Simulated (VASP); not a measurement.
**GaN: vibrations by perturbation theory with PBE**

Crystal: GaN.

```xyz
4
Lattice="3.1800 0.0000 0.0000 -1.5900 2.7540 0.0000 0.0000 0.0000 5.1660" Properties=species:S:1:pos:R:3 pbc="T T T"
Ga    0.0000    1.8360    0.0000
Ga    1.5900    0.9180    2.5830
N     0.0000    1.8360    1.9373
N     1.5900    0.9180    4.5203
```

```
Program                : VASP 6.6.1
Task                   : vibrations by perturbation theory
Functional             : PBE
Potentials or basis    : VASP PAW PBE potentials, release 64 (Ga_d, N)
Cutoff                 : 600 eV
k mesh                 : 8 × 8 × 4
Occupations            : methfessel-paxton, width 0.02 eV
Spin                   : no spin polarisation
Dipole correction      : no
Further INCAR settings : ALGO = Normal; EDIFF = 1e-08; IBRION = 8; NSW = 1
```

The highest phonon frequency at Γ, LO-TO splitting left out is 700 cm⁻¹.

Phonon frequencies in cm⁻¹ (negative: imaginary):
| q point | frequencies |
| --- | --- |
| (0.000, 0.000, 0.000) | 0 0 0 133 133 337 544 544 545 553 553 700 |

Wall time 14 min on 1 thread of Oxide Virtual Turin-like Processor, on a shared host, peak memory 0.42 GiB.

Caveat: the cell stands under pressure or tension, which shifts response properties.
